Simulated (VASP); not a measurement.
# Sr3Zn (Pm-3m) in VASP: a series of runs

The runs below take Sr3Zn through relaxation of cell and atoms, with PBE.

All numbers are computed with VASP 6.6.1; they aren't measurements. Logs are shortened: lines on timing, memory, paths and dates and some standing lists are left out, and cuts for length are marked.

## 1. The cell of the first run

The structure is cubic, space group Pm-3m (No. 221). The conventional cell has a = 5.480 Å, b = 5.480 Å, c = 5.480 Å, α = 90.00°, β = 90.00°, γ = 90.00°. Sr (site symmetry 4/mmm) has 8 Sr at 3.87 Å and 4 Zn at 3.87 Å within 5.1 Å. Zn (site symmetry m-3m) has 12 Sr at 3.87 Å within 5.1 Å.

## 2. Relaxation of cell and atoms, PBE

File INCAR:

```
SYSTEM = Sr3Zn
ALGO = Normal
EDIFF = 1E-7
EDIFFG = -0.05
ENCUT = 600
GGA = PE
IBRION = 2
ISIF = 3
ISMEAR = -1
LASPH = .True.
LCHARG = .False.
LREAL = .False.
LWAVE = .False.
NELM = 60
NSW = 80
PREC = Accurate
SIGMA = 0.15
```

File KPOINTS:

```
k-points
0
Gamma
  4 4 4
  0 0 0
```

File POSCAR:

```
Sr3Zn
1.0
    5.4799420000      0.0000000000      0.0000000000
    0.0000000000      5.4799420000      0.0000000000
    0.0000000000      0.0000000000      5.4799420000
Sr Zn
3 1
Direct
    0.5000000000      0.0000000000      0.5000000000
    0.5000000000      0.5000000000      0.0000000000
    0.0000000000      0.5000000000      0.5000000000
    0.0000000000      0.0000000000      0.0000000000
```

Potentials or basis: VASP PAW PBE potentials, release 64 (Sr_sv, Zn).

On the command line:

```
$ cat potpaw_PBE.64/Sr_sv/POTCAR potpaw_PBE.64/Zn/POTCAR > POTCAR
$ mpirun -np 1 vasp_std > vasp.out
```

OUTCAR:

```text
SYSTEM = Sr3Zn
   EDIFF = 1E-7
   EDIFFG = -0.05
   ENCUT = 600
   GGA = PE
   IBRION = 2
   ISIF = 3
   ISMEAR = -1
   LASPH = .True.
   LREAL = .False.
   NELM = 60
   NSW = 80
   PREC = Accurate

 ion  position               nearest neighbor table
   1  0.500  0.000  0.500-   2 3.87   3 3.87   4 3.87   2 3.87   4 3.87   2 3.87   3 3.87   2 3.87
                             3 3.87   4 3.87   4 3.87   3 3.87
   2  0.500  0.500  0.000-   1 3.87   3 3.87   4 3.87   1 3.87   3 3.87   1 3.87   4 3.87   1 3.87
                             3 3.87   4 3.87   3 3.87   4 3.87
   3  0.000  0.500  0.500-   1 3.87   2 3.87   4 3.87   2 3.87   4 3.87   1 3.87   4 3.87   4 3.87
                             1 3.87   2 3.87   2 3.87   1 3.87
   4  0.000  0.000  0.000-   1 3.87   2 3.87   3 3.87   1 3.87   3 3.87   2 3.87   3 3.87   3 3.87
                             1 3.87   2 3.87   1 3.87   2 3.87

  LATTYP: Found a simple cubic cell.
 ALAT       =     5.4799420000

  Lattice vectors:

 A1 = (   5.4799420000,   0.0000000000,   0.0000000000)
 A2 = (   0.0000000000,   5.4799420000,   0.0000000000)
 A3 = (   0.0000000000,   0.0000000000,   5.4799420000)

Analysis of symmetry for initial positions (statically):
=====================================================================
 Subroutine PRICEL returns:
 Original cell was already a primitive cell.

 Routine SETGRP: Setting up the symmetry group for a
 simple cubic supercell.

 Subroutine GETGRP returns: Found 48 space group operations
 (whereof 48 operations were pure point group operations)
 out of a pool of 48 trial point group operations.

The static configuration has the point symmetry O_h .

Analysis of symmetry for dynamics (positions and initial velocities):
=====================================================================
 Subroutine PRICEL returns:
 Original cell was already a primitive cell.

 Routine SETGRP: Setting up the symmetry group for a
 simple cubic supercell.

 Subroutine GETGRP returns: Found 48 space group operations
 (whereof 48 operations were pure point group operations)
 out of a pool of 48 trial point group operations.

The dynamic configuration has the point symmetry O_h .

 Subroutine INISYM returns: Found 48 space group operations
 (whereof 48 operations are pure point group operations),
 and found     1 'primitive' translations

----------------------------------------------------------------------------------------

                                     Primitive cell

  volume of cell :     164.5614

  direct lattice vectors                    reciprocal lattice vectors
     5.479942000  0.000000000  0.000000000     0.182483683  0.000000000  0.000000000
     0.000000000  5.479942000  0.000000000     0.000000000  0.182483683  0.000000000
     0.000000000  0.000000000  5.479942000     0.000000000  0.000000000  0.182483683

  length of vectors
     5.479942000  5.479942000  5.479942000     0.182483683  0.182483683  0.182483683

  position of ions in fractional coordinates (direct lattice)
     0.500000000  0.000000000  0.500000000
     0.500000000  0.500000000  0.000000000
     0.000000000  0.500000000  0.500000000
     0.000000000  0.000000000  0.000000000

  ion indices of the primitive-cell ions
   primitive index   ion index
                 1           1
                 2           2
                 3           3
                 4           4

----------------------------------------------------------------------------------------

 KPOINTS: k-points

Automatic generation of k-mesh.
 Grid dimensions read from file:
 generate k-points for:    4    4    4

 Generating k-lattice:

  Cartesian coordinates                     Fractional coordinates (reciprocal lattice)
     0.045620921  0.000000000  0.000000000     0.250000000  0.000000000  0.000000000
     0.000000000  0.045620921  0.000000000     0.000000000  0.250000000  0.000000000
     0.000000000  0.000000000  0.045620921     0.000000000  0.000000000  0.250000000

  Length of vectors
     0.045620921  0.045620921  0.045620921

  Shift w.r.t. Gamma in fractional coordinates (k-lattice)
     0.000000000  0.000000000  0.000000000

 Subroutine IBZKPT returns following result:
 ===========================================

 Found     10 irreducible k-points:

 Following reciprocal coordinates:
            Coordinates               Weight
  0.000000  0.000000  0.000000      1.000000
  0.250000  0.000000  0.000000      6.000000
  0.500000  0.000000  0.000000      3.000000
  0.250000  0.250000  0.000000     12.000000
  0.500000  0.250000  0.000000     12.000000
  0.500000  0.500000  0.000000      3.000000
  0.250000  0.250000  0.250000      8.000000
  0.500000  0.250000  0.250000     12.000000
  0.500000  0.500000  0.250000      6.000000
  0.500000  0.500000  0.500000      1.000000
   k-points           NKPTS =     10   k-points in BZ     NKDIM =     10   number of bands    NBANDS=     25
   number of dos      NEDOS =    301   number of ions     NIONS =      4
   total plane-waves  NPLWV = 110592
   dimension x,y,z NGX =    48 NGY =   48 NGZ =   48
   dimension x,y,z NGXF=    96 NGYF=   96 NGZF=   96
   ions per type =               3   1
   NGX,Y,Z   is equivalent  to a cutoff of  14.56, 14.56, 14.56 a.u.
   NGXF,Y,Z  is equivalent  to a cutoff of  29.12, 29.12, 29.12 a.u.
 SYSTEM =  Sr3Zn
   PREC   = accura    normal or accurate (medium, high low for compatibility)
   ISTART =      0    job   : 0-new  1-cont  2-samecut
   ICHARG =      2    charge: 1-file 2-atom 10-const
   ISPIN  =      1    spin polarized calculation?
   LNONCOLLINEAR =      F non collinear calculations
   LSORBIT =      F    spin-orbit coupling
   LASPH  =      T    aspherical Exc in radial PAW
   ENCUT  =  600.0 eV  44.10 Ry    6.64 a.u.  10.94 10.94 10.94*2*pi/ulx,y,z
   NELM   =     60;   NELMIN=  2; NELMDL= -5     # of ELM steps
   EDIFF  = 0.1E-06   stopping-criterion for ELM
   LREAL  =      F    real-space projection
   EDIFFG = -.5E-01   stopping-criterion for IOM
   NSW    =     80    number of steps for IOM
   IBRION =      2    ionic relax: 0-MD 1-quasi-New 2-CG
   NFREE  =      1    steps in history (QN), initial steepest desc. (CG)
   ISIF   =      3    stress and relaxation
   ISYM   =      2    0-nonsym 1-usesym 2-fastsym
   POTIM  = 0.5000    time-step for ionic-motion
   TEBEG  =    0.0;   TEEND  =   0.0 temperature during run
   PSTRESS=    0.0 pullay stress
   NELECT =      42.0000    total number of electrons
   NUPDOWN=      -1.0000    fix difference up-down
   EMIN   =  10.00;   EMAX   =-10.00  energy-range for DOS
   EFERMI =   0.00;   METHOD = LEGACY
   ISMEAR =    -1;   SIGMA  =   0.15  broadening in eV -4-tet -1-fermi 0-gaus
   EFERMI_NEDOS =   21; number of points for ismear=-14 and -15
   IALGO  =     38    algorithm
   IMIX   =      4    mixing-type and parameters
     AMIX     =   0.40;   BMIX     =  1.00
     AMIX_MAG =   1.60;   BMIX_MAG =  1.00
  volume/ion in A,a.u.               =      41.14       277.63
  Fermi-wavevector in a.u.,A,eV,Ry     =   1.038441  1.962370 14.671984  1.078360
  Thomas-Fermi vector in A             =   2.172926
   LORBIT       =      0    0 simple, 1 ext, 2 COOP (PROOUT), +10 PAW based schemes
   GGA     = PE    functional components
   LHFCALC =     F    Hartree Fock is set to
   AEXX    =    0.0000 exact exchange contribution
   IVDW    =     0    specifies the selected vdW correction
   LEPSILON=     F    determine dielectric tensor
   LRPA    =     F    only Hartree local field effects (RPA)
 conjugate gradient relaxation of ions
 non-spin polarized calculation
  energy-cutoff  :      600.00
  volume of cell :      164.56
 maximum number of plane-waves:      5520
 NGX is ok and might be reduce to    48
   NGX = 21   NGY = 21   NGZ = 21

 number of electron      41.9999984 magnetization

 Free energy of the ion-electron system (eV)
  ---------------------------------------------------
  ext. energy  EPLUGINS =         0.00000000
  ---------------------------------------------------
  free energy    TOTEN  =        -5.90071224 eV

  energy without entropy =       -5.57001555  energy(sigma->0) =       -5.73536390

 E-fermi :   1.8620     XC(G=0):  -8.0571

 val. band max:        1.8480595167   @ k =   0.5000   0.2500   0.2500
 cond. band min:       1.8747149566   @ k =   0.5000   0.2500   0.2500
 fundamental gap:      0.0266554399
 Fermi energy:         1.8620057990

 k-point     1 :       0.0000    0.0000    0.0000
  band No.  band energies     occupation
      1     -34.5294      2.00000
      2     -34.4790      2.00000
      3     -34.4790      2.00000
      4     -16.6886      2.00000
      5     -16.6886      2.00000
      6     -16.6886      2.00000
[... 17 lines left out ...]
     24       2.6001      0.01448
     25       2.9159      0.00178

 k-point     2 :       0.2500    0.0000    0.0000
  band No.  band energies     occupation
      1     -34.5230      2.00000
      2     -34.4854      2.00000
      3     -34.4789      2.00000
      4     -16.6621      2.00000
      5     -16.6621      2.00000
      6     -16.6457      2.00000
[... 17 lines left out ...]
     24       2.7547      0.00519
     25       3.2294      0.00022

 k-point     3 :       0.5000    0.0000    0.0000
  band No.  band energies     occupation
      1     -34.5126      2.00000
      2     -34.4958      2.00000
      3     -34.4789      2.00000
      4     -16.6263      2.00000
      5     -16.6263      2.00000
      6     -16.5446      2.00000
[... 160 lines left out ...]
 k-point     9 :       0.5000    0.5000    0.2500
  band No.  band energies     occupation
      1     -34.4956      2.00000
      2     -34.4956      2.00000
      3     -34.4956      2.00000
      4     -16.7574      2.00000
      5     -16.6553      2.00000
      6     -16.6118      2.00000
[... 17 lines left out ...]
     24       2.4856      0.03082
     25       2.6402      0.01111

 k-point    10 :       0.5000    0.5000    0.5000
  band No.  band energies     occupation
      1     -34.4955      2.00000
      2     -34.4955      2.00000
      3     -34.4955      2.00000
      4     -16.8120      2.00000
      5     -16.6545      2.00000
      6     -16.6545      2.00000
[... 17 lines left out ...]
     24       1.7950      1.21979
     25       2.5115      0.02600

------------------------ aborting loop because EDIFF is reached ----------------------------------------

  FORCE on cell =-STRESS in cart. coord.  units (eV):
  Direction    XX          YY          ZZ          XY          YZ          ZX
  --------------------------------------------------------------------------------------
  -------------------------------------------------------------------------------------
  Total        0.0325525      0.0325525      0.0325525      0.0000000      0.0000000     -0.0000000
  in kB        0.3169329      0.3169329      0.3169329      0.0000000      0.0000000     -0.0000000
  external PRESSURE =       0.3169329 kB  Pullay stress =       0.0000000 kB

 VOLUME and BASIS-vectors are now :
 -----------------------------------------------------------------------------
  energy-cutoff  :      600.00
  volume of cell :      164.56
      direct lattice vectors                 reciprocal lattice vectors
     5.479942000  0.000000000  0.000000000     0.182483683  0.000000000  0.000000000
     0.000000000  5.479942000  0.000000000     0.000000000  0.182483683  0.000000000
     0.000000000  0.000000000  5.479942000     0.000000000  0.000000000  0.182483683

 POSITION                                       TOTAL-FORCE (eV/Angst)
 -----------------------------------------------------------------------------------
      2.73997      0.00000      2.73997         0.000000      0.000000      0.000000
      2.73997      2.73997      0.00000         0.000000      0.000000      0.000000
      0.00000      2.73997      2.73997         0.000000      0.000000      0.000000
      0.00000      0.00000      0.00000         0.000000      0.000000      0.000000
 -----------------------------------------------------------------------------------
    total drift:                                0.000000     -0.000000     -0.000000

  FREE ENERGIE OF THE ION-ELECTRON SYSTEM (eV)
  ---------------------------------------------------
  free  energy   TOTEN  =        -5.9007122391 eV

  energy  without entropy=       -5.5700155521  energy(sigma->0) =       -5.73536390

 reached required accuracy - stopping structural energy minimisation
```

Run time: 1.9 min. Hardware: 1 thread of AMD EPYC 7R13, shared host; peak memory 0.3 GiB.

What came out:

- Free energy: -5.9007 eV
- Pressure after relaxing: 0.0 GPa
- Band gap on the k mesh: zero (band 21 reaches 2.30 eV, above the bottom of band 22 at 1.79 eV)

Final structure:
```xyz
4
Lattice="5.4799 0.0000 0.0000 0.0000 5.4799 0.0000 0.0000 0.0000 5.4799" Properties=species:S:1:pos:R:3 pbc="T T T"
Sr    2.7400    0.0000    2.7400
Sr    2.7400    2.7400    0.0000
Sr    0.0000    2.7400    2.7400
Zn    0.0000    0.0000    0.0000
```

Caveat: the relaxation stopped at its first step, so nothing moved.

## 3. Relaxation of cell and atoms, PBE, target pressure 10 GPa, at which the enthalpy is minimised

File INCAR:

```
PREC     = Accurate       # precision mode
ENCUT    = 600            # plane-wave cutoff, eV
EDIFF    = 1E-6           # SCF threshold, eV
ISMEAR   = -1             # smearing method
SIGMA    = 0.15           # smearing width, eV
LREAL    = F              # projectors in reciprocal space
LASPH    = T              # aspherical terms in the spheres
NELM     = 100            # most SCF steps
ALGO     = Normal         # electronic algorithm
ISIF     = 3              # what is computed and relaxed
LWAVE    = F              # write WAVECAR
LCHARG   = F              # write CHGCAR
GGA      = PE             # functional
IBRION   = 2              # ionic algorithm
NSW      = 80             # ionic steps
EDIFFG   = -0.05          # ionic threshold
PSTRESS  = 100.0
```

File KPOINTS:

```
Automatic mesh
0
Gamma
  4 4 4
```

POSCAR is that of step 2.

Potentials or basis: VASP PAW PBE potentials, release 64 (Sr_sv, Zn).

On the command line:

```
$ cat potpaw_PBE.64/Sr_sv/POTCAR potpaw_PBE.64/Zn/POTCAR > POTCAR
$ mpirun -np 1 vasp_std > vasp.out
```

Wall time 6.2 min (1 thread of AMD EPYC 7R13, shared host); peak memory 0.33 GiB.

Results (log left out):

- Free energy: -4.6717 eV
- Relaxed volume: 28.39 Å³/atom
- Relaxed cell: a = 4.843 Å, b = 4.843 Å, c = 4.843 Å, α = 90.00°, β = 90.00°, γ = 90.00°
- Space group after relaxing (to 0.05 Å): Pm-3m (No. 221)
- Energy change on relaxing (the enthalpy is what falls): +307.3 meV/atom
- Ionic steps: 3
- Pressure after relaxing: 10.1 GPa
- Band gap on the k mesh: zero (band 21 reaches 3.79 eV, above the bottom of band 22 at 3.08 eV)

The path:
```tsv
step	energy change (eV)	largest force (eV/Å)	pressure (GPa)	volume (Å³)
1	0.0000	0.0000	0.04	164.56
2	1.4077	0.0000	11.16	110.86
3	1.2290	0.0000	10.09	113.56
```

Final structure:
```yaml
crystal:
  lattice:
    - [4.84254, 0.00000, 0.00000]
    - [0.00000, 4.84254, 0.00000]
    - [0.00000, 0.00000, 4.84254]
  atoms:
    - { symbol: Sr, position: [0.50000, 0.00000, 0.50000] }
    - { symbol: Sr, position: [0.50000, 0.50000, 0.00000] }
    - { symbol: Sr, position: [0.00000, 0.50000, 0.50000] }
    - { symbol: Zn, position: [0.00000, 0.00000, 0.00000] }
```

Levels at points of the mesh, in eV from the Fermi level:
```csv
k point,band 19,band 20,band 21,band 22,band 23,band 24
"(0.00, 0.00, 0.00)",-2.29,-0.02,-0.02,0.50,0.50,0.50
"(0.50, 0.00, 0.00)",-2.56,-0.76,0.21,0.21,0.96,1.52
"(0.50, 0.50, 0.00)",-1.34,-1.34,-0.20,0.07,1.36,1.36
"(0.50, 0.50, 0.50)",-0.51,-0.51,-0.51,0.48,0.48,0.48
```

Caveat: the cell is relaxed towards a set pressure, so the enthalpy falls and the energy may rise; the volume moved by over 15 % at a fixed basis, so the end points are rough.

(Continued in part 2 of 2.)
